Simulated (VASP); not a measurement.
# Ni (Pm-3m) in VASP: a series of runs

Ni is run at these levels: revPBE; tasks: single point.

Everything below comes from runs of VASP 6.6.1. Logs are shortened: lines on timing, memory, paths and dates and some standing lists are left out, and cuts for length are marked.

**1. The cell of the first run**

Symmetry: Pm-3m, No. 221, cubic system. Conventional cell: a = 2.247 Å, b = 2.247 Å, c = 2.247 Å, α = 90.00°, β = 90.00°, γ = 90.00°. Ni (site symmetry m-3m) has 6 Ni at 2.25 Å within 3.0 Å.

**2. Single point, revPBE (volume scaled by 0.88)**

INCAR

```
SYSTEM = Ni
ALGO     = Normal         ! electronic algorithm
EDIFF    = 1E-7           ! SCF threshold, eV
ENCUT    = 520            ! plane-wave cutoff, eV
GGA      = RE             ! functional
ISIF     = 2              ! what is computed and relaxed
ISMEAR   = -1             ! smearing method
LASPH    = .True.         ! aspherical terms in the spheres
LCHARG   = .False.        ! write CHGCAR
LREAL    = .False.        ! projectors in reciprocal space
LWAVE    = .False.        ! write WAVECAR
NBANDS   = 11             ! bands
NELM     = 80             ! most SCF steps
PREC     = Accurate       ! precision mode
SIGMA    = 0.1            ! smearing width, eV
```

KPOINTS

```
k-points
0
Gamma
  15 15 15
  0 0 0
```

POSCAR

```
Ni
1.0
    2.2468877504      0.0000000000      0.0000000000
    0.0000000000      2.2468877504      0.0000000000
    0.0000000000      0.0000000000      2.2468877504
Ni
1
Direct
    0.0000000000      0.0000000000      0.0000000000
```

Potentials or basis: VASP PAW PBE potentials, release 64 (Ni).

Launch:

```sh
$ cat potpaw_PBE.64/Ni/POTCAR > POTCAR
$ mpirun -np 1 vasp_std > vasp.out
```

OUTCAR:

```text
SYSTEM = Ni
   EDIFF = 1E-7
   ENCUT = 520
   GGA = RE
   ISIF = 2
   ISMEAR = -1
   LASPH = .True.
   LREAL = .False.
   NELM = 80
   PREC = Accurate

 ion  position               nearest neighbor table
   1  0.000  0.000  0.000-

  LATTYP: Found a simple cubic cell.
 ALAT       =     2.2468877504

  Lattice vectors:

 A1 = (   2.2468877504,   0.0000000000,   0.0000000000)
 A2 = (   0.0000000000,   2.2468877504,   0.0000000000)
 A3 = (   0.0000000000,   0.0000000000,   2.2468877504)

Analysis of symmetry for initial positions (statically):
=====================================================================
 Subroutine PRICEL returns:
 Original cell was already a primitive cell.

 Routine SETGRP: Setting up the symmetry group for a
 simple cubic supercell.

 Subroutine GETGRP returns: Found 48 space group operations
 (whereof 48 operations were pure point group operations)
 out of a pool of 48 trial point group operations.

The static configuration has the point symmetry O_h .

Analysis of symmetry for dynamics (positions and initial velocities):
=====================================================================
 Subroutine PRICEL returns:
 Original cell was already a primitive cell.

 Routine SETGRP: Setting up the symmetry group for a
 simple cubic supercell.

 Subroutine GETGRP returns: Found 48 space group operations
 (whereof 48 operations were pure point group operations)
 out of a pool of 48 trial point group operations.

The dynamic configuration has the point symmetry O_h .

 Subroutine INISYM returns: Found 48 space group operations
 (whereof 48 operations are pure point group operations),
 and found     1 'primitive' translations

----------------------------------------------------------------------------------------

                                     Primitive cell

  volume of cell :      11.3434

  direct lattice vectors                    reciprocal lattice vectors
     2.246887750  0.000000000  0.000000000     0.445060061  0.000000000  0.000000000
     0.000000000  2.246887750  0.000000000     0.000000000  0.445060061  0.000000000
     0.000000000  0.000000000  2.246887750     0.000000000  0.000000000  0.445060061

  length of vectors
     2.246887750  2.246887750  2.246887750     0.445060061  0.445060061  0.445060061

  position of ions in fractional coordinates (direct lattice)
     0.000000000  0.000000000  0.000000000

  ion indices of the primitive-cell ions
   primitive index   ion index
                 1           1

----------------------------------------------------------------------------------------

 KPOINTS: k-points

Automatic generation of k-mesh.
 Grid dimensions read from file:
 generate k-points for:   15   15   15

 Generating k-lattice:

  Cartesian coordinates                     Fractional coordinates (reciprocal lattice)
     0.029670671  0.000000000  0.000000000     0.066666667  0.000000000  0.000000000
     0.000000000  0.029670671  0.000000000     0.000000000  0.066666667  0.000000000
     0.000000000  0.000000000  0.029670671     0.000000000  0.000000000  0.066666667

  Length of vectors
     0.029670671  0.029670671  0.029670671

  Shift w.r.t. Gamma in fractional coordinates (k-lattice)
     0.000000000  0.000000000  0.000000000

 Subroutine IBZKPT returns following result:
 ===========================================

 Found    120 irreducible k-points:

 Following reciprocal coordinates:
            Coordinates               Weight
  0.000000  0.000000  0.000000      1.000000
  0.066667  0.000000  0.000000      6.000000
  0.133333  0.000000  0.000000      6.000000
  0.200000  0.000000  0.000000      6.000000
  0.266667  0.000000  0.000000      6.000000
  0.333333  0.000000  0.000000      6.000000
[... 16 lines left out ...]
  0.266667  0.200000  0.000000     24.000000
  0.333333  0.200000  0.000000     24.000000
 [... further k-points ...]
   k-points           NKPTS =    120   k-points in BZ     NKDIM =    120   number of bands    NBANDS=     11
   number of dos      NEDOS =    301   number of ions     NIONS =      1
   total plane-waves  NPLWV =   5832
   dimension x,y,z NGX =    18 NGY =   18 NGZ =   18
   dimension x,y,z NGXF=    36 NGYF=   36 NGZF=   36
   ions per type =               1
   NGX,Y,Z   is equivalent  to a cutoff of  13.32, 13.32, 13.32 a.u.
   NGXF,Y,Z  is equivalent  to a cutoff of  26.64, 26.64, 26.64 a.u.
 SYSTEM =  Ni
   PREC   = accura    normal or accurate (medium, high low for compatibility)
   ISTART =      0    job   : 0-new  1-cont  2-samecut
   ICHARG =      2    charge: 1-file 2-atom 10-const
   ISPIN  =      1    spin polarized calculation?
   LNONCOLLINEAR =      F non collinear calculations
   LSORBIT =      F    spin-orbit coupling
   LASPH  =      T    aspherical Exc in radial PAW
   ENCUT  =  520.0 eV  38.22 Ry    6.18 a.u.   4.18  4.18  4.18*2*pi/ulx,y,z
   NELM   =     80;   NELMIN=  2; NELMDL= -5     # of ELM steps
   EDIFF  = 0.1E-06   stopping-criterion for ELM
   LREAL  =      F    real-space projection
   EDIFFG = 0.1E-05   stopping-criterion for IOM
   NSW    =      0    number of steps for IOM
   IBRION =     -1    ionic relax: 0-MD 1-quasi-New 2-CG
   NFREE  =      0    steps in history (QN), initial steepest desc. (CG)
   ISIF   =      2    stress and relaxation
   ISYM   =      2    0-nonsym 1-usesym 2-fastsym
   POTIM  = 0.5000    time-step for ionic-motion
   TEBEG  =    0.0;   TEEND  =   0.0 temperature during run
   PSTRESS=    0.0 pullay stress
   NELECT =      10.0000    total number of electrons
   NUPDOWN=      -1.0000    fix difference up-down
   EMIN   =  10.00;   EMAX   =-10.00  energy-range for DOS
   EFERMI =   0.00;   METHOD = LEGACY
   ISMEAR =    -1;   SIGMA  =   0.10  broadening in eV -4-tet -1-fermi 0-gaus
   EFERMI_NEDOS =   21; number of points for ismear=-14 and -15
   IALGO  =     38    algorithm
   IMIX   =      4    mixing-type and parameters
     AMIX     =   0.40;   BMIX     =  1.00
     AMIX_MAG =   1.60;   BMIX_MAG =  1.00
  volume/ion in A,a.u.               =      11.34        76.55
  Fermi-wavevector in a.u.,A,eV,Ry     =   1.569737  2.966372 33.525749  2.464073
  Thomas-Fermi vector in A             =   2.671574
   LORBIT       =      0    0 simple, 1 ext, 2 COOP (PROOUT), +10 PAW based schemes
   GGA     = RE    functional components
   LHFCALC =     F    Hartree Fock is set to
   AEXX    =    0.0000 exact exchange contribution
   IVDW    =     0    specifies the selected vdW correction
   LEPSILON=     F    determine dielectric tensor
   LRPA    =     F    only Hartree local field effects (RPA)
 non-spin polarized calculation
  energy-cutoff  :      520.00
  volume of cell :       11.34
 maximum number of plane-waves:       313
 NGX is ok and might be reduce to    18
   NGX =  9   NGY =  9   NGZ =  9

 number of electron      10.0000000 magnetization

 number of electron       9.9999995 magnetization

 Free energy of the ion-electron system (eV)
  ---------------------------------------------------
  ext. energy  EPLUGINS =         0.00000000
  ---------------------------------------------------
  free energy    TOTEN  =        -4.30716512 eV

  energy without entropy =       -4.23894737  energy(sigma->0) =       -4.27305624

 E-fermi :   8.8890     XC(G=0): -12.8195

 val. band max:        8.8844554025   @ k =   0.2000   0.0667   0.0667
 cond. band min:       8.8915609891   @ k =   0.4000   0.1333   0.0667
 fundamental gap:      0.0071055867
 Fermi energy:         8.8889753770

 k-point     1 :       0.0000    0.0000    0.0000
  band No.  band energies     occupation
      1       0.2907      2.00000
      2       5.1071      2.00000
      3       5.1071      2.00000
      4       8.9577      0.66916
      5       8.9577      0.66916
      6       8.9577      0.66915
      7      29.7146      0.00000
      8      29.7146      0.00000
      9      29.7146      0.00000
     10      33.7618      0.00000
     11      33.7618      0.00000

 k-point     2 :       0.0667    0.0000    0.0000
  band No.  band energies     occupation
      1       0.4328      2.00000
      2       5.1284      2.00000
      3       5.1753      2.00000
      4       8.8993      0.94833
      5       8.8993      0.94832
      6       8.9624      0.64859
      7      27.8876      0.00000
      8      29.9103      0.00000
      9      29.9103      0.00000
     10      33.7794      0.00000
     11      35.0491      0.00000

 k-point     3 :       0.1333    0.0000    0.0000
  band No.  band energies     occupation
      1       0.8505      2.00000
      2       5.1888      2.00000
      3       5.3733      2.00000
      4       8.7371      1.64068
      5       8.7371      1.64068
      6       8.9756      0.59222
      7      24.9316      0.00000
      8      30.4850      0.00000
      9      30.4850      0.00000
     10      33.8321      0.00000
     11      36.1062      0.00000

 k-point     4 :       0.2000    0.0000    0.0000
  band No.  band energies     occupation
      1       1.5166      2.00000
      2       5.2788      2.00000
      3       5.6832      2.00000
      4       8.5055      1.95770
      5       8.5055      1.95770
      6       8.9950      0.51448
      7      21.9832      0.00000
      8      31.4055      0.00000
      9      31.4055      0.00000
     10      33.9191      0.00000
     11      36.5340      0.00000

 k-point     5 :       0.2667    0.0000    0.0000
  band No.  band energies     occupation
      1       2.3771      2.00000
      2       5.3838      2.00000
      3       6.0804      2.00000
      4       8.2495      1.99667
      5       8.2495      1.99667
      6       9.0174      0.43361
      7      19.2325      0.00000
      8      32.6278      0.00000
      9      32.6278      0.00000
     10      34.0367      0.00000
     11      36.7872      0.00000
[... 211 lines left out ...]
 k-point    21 :       0.4667    0.1333    0.0000
  band No.  band energies     occupation
      1       5.1137      2.00000
      2       5.9030      2.00000
      3       6.2843      2.00000
      4       7.7801      1.99997
      5       8.8738      1.07579
      6       9.2744      0.04150
      7      13.6020      0.00000
      8      30.8556      0.00000
      9      33.6007      0.00000
     10      36.3312      0.00000
     11      38.2297      0.00000

 k-point    22 :       0.2000    0.2000    0.0000
  band No.  band energies     occupation
      1       2.6483      2.00000
      2       5.6144      2.00000
      3       6.1218      2.00000
      4       8.0969      1.99927
      5       8.5119      1.95497
      6       8.6148      1.87892
      7      22.3191      0.00000
      8      24.1977      0.00000
      9      33.0397      0.00000
     10      35.5614      0.00000
     11      39.7017      0.00000

 k-point    23 :       0.2667    0.2000    0.0000
  band No.  band energies     occupation
      1       3.3974      2.00000
      2       5.7278      2.00000
      3       6.4708      2.00000
      4       8.0114      1.99969
      5       8.3081      1.99402
      6       8.6074      1.88699
      7      20.1198      0.00000
      8      24.5202      0.00000
      9      34.2255      0.00000
     10      35.8734      0.00000
     11      37.2085      0.00000

 k-point    24 :       0.3333    0.2000    0.0000
  band No.  band energies     occupation
      1       4.1763      2.00000
      2       5.8039      2.00000
      3       6.6617      2.00000
      4       8.0867      1.99934
      5       8.3306      1.99251
      6       8.6347      1.85416
      7      17.6448      0.00000
      8      25.5650      0.00000
      9      34.6820      0.00000
     10      35.6661      0.00000
     11      36.3839      0.00000

 [... further k-points ...]
[... 5 lines left out ...]
  --------------------------------------------------------------------------------------
  -------------------------------------------------------------------------------------
  Total        1.6248064      1.6248064      1.6248064      0.0000000      0.0000000      0.0000000
  in kB      229.4922790    229.4922790    229.4922790      0.0000000      0.0000000      0.0000000
  external PRESSURE =     229.4922790 kB  Pullay stress =       0.0000000 kB

 VOLUME and BASIS-vectors are now :
 -----------------------------------------------------------------------------
  energy-cutoff  :      520.00
  volume of cell :       11.34
      direct lattice vectors                 reciprocal lattice vectors
     2.246887750  0.000000000  0.000000000     0.445060061  0.000000000  0.000000000
     0.000000000  2.246887750  0.000000000     0.000000000  0.445060061  0.000000000
     0.000000000  0.000000000  2.246887750     0.000000000  0.000000000  0.445060061

 POSITION                                       TOTAL-FORCE (eV/Angst)
 -----------------------------------------------------------------------------------
      0.00000      0.00000      0.00000         0.000000      0.000000      0.000000
 -----------------------------------------------------------------------------------
    total drift:                                0.000000      0.000000      0.000000

  FREE ENERGIE OF THE ION-ELECTRON SYSTEM (eV)
  ---------------------------------------------------
  free  energy   TOTEN  =        -4.3071651176 eV

  energy  without entropy=       -4.2389473681  energy(sigma->0) =       -4.27305624
```

It took 11 s on 1 thread of Intel Xeon Platinum 8259CL at 2.50GHz (Skylake/Cascade Lake), shared host; peak memory 0.12 GiB.

Results:

```yaml
Free_energy: -4.3072 eV
Pressure: 22.9 GPa
Band_gap_on_the_k_mesh: zero (band 5 reaches 9.77 eV, above the bottom of band 6 at 8.41 eV)
```

Caveat: the cell differs from its parent crystal (volume scaled by 0.88); the PAW data sets were made with another functional, which shifts forces and pressure a little; the run has no spin polarisation, though such a crystal can be magnetic. Spin polarisation is off, so any magnetic state and its effect on volume and gap are missing.

**3. Single point, revPBE**

This run uses another cell than the first one, of 12.89 Å³/atom, 1.136 times its volume.

INCAR

```
SYSTEM = Ni
ALGO     = Normal         ! electronic algorithm
EDIFF    = 1E-6           ! SCF threshold, eV
ENCUT    = 520            ! plane-wave cutoff, eV
GGA      = RE             ! functional
ISIF     = 2              ! what is computed and relaxed
ISMEAR   = -1             ! smearing method
LASPH    = .TRUE.         ! aspherical terms in the spheres
LCHARG   = .FALSE.        ! write CHGCAR
LREAL    = .FALSE.        ! projectors in reciprocal space
LWAVE    = .FALSE.        ! write WAVECAR
NBANDS   = 11             ! bands
NELM     = 60             ! most SCF steps
PREC     = Accurate       ! precision mode
SIGMA    = 0.1            ! smearing width, eV
```

KPOINTS

```
k-points
0
G
  22 22 22
  0 0 0
```

POSCAR

```
Ni
1.0
    2.3446992932      0.0000000000      0.0000000000
    0.0000000000      2.3446992932      0.0000000000
    0.0000000000      0.0000000000      2.3446992932
Ni
1
Direct
    0.0000000000      0.0000000000      0.0000000000
```

Potentials or basis: VASP PAW PBE potentials, release 64 (Ni).

Launch:

```sh
$ cat potpaw_PBE.64/Ni/POTCAR > POTCAR
$ mpirun -np 1 vasp_std > vasp.out
```

Wall time 29 s (1 thread of Intel Xeon Platinum 8259CL at 2.50GHz (Skylake/Cascade Lake), shared host); peak memory 0.16 GiB.

It converged, with:

* Free energy: -4.4038 eV
* Pressure: 0.0 GPa
* Band gap on the k mesh: zero (band 5 reaches 8.00 eV, above the bottom of band 6 at 6.80 eV)

Levels at points of the mesh, in eV from the Fermi level:
```tsv
k point	band 3	band 4	band 5	band 6	band 7	band 8
(0.00, 0.00, 0.00)	-3.17	0.04	0.04	0.04	19.27	19.27
(0.50, 0.00, 0.00)	-0.97	-0.97	-0.91	0.13	3.75	24.27
(0.50, 0.50, 0.00)	-0.77	-0.77	0.72	5.23	5.23	11.17
(0.50, 0.50, 0.50)	-2.82	0.78	0.78	11.70	11.70	11.70
```

Caveat: the PAW data sets were made with another functional, which shifts forces and pressure a little; the run has no spin polarisation, though such a crystal can be magnetic. Spin polarisation is off, so any magnetic state and its effect on volume and gap are missing.
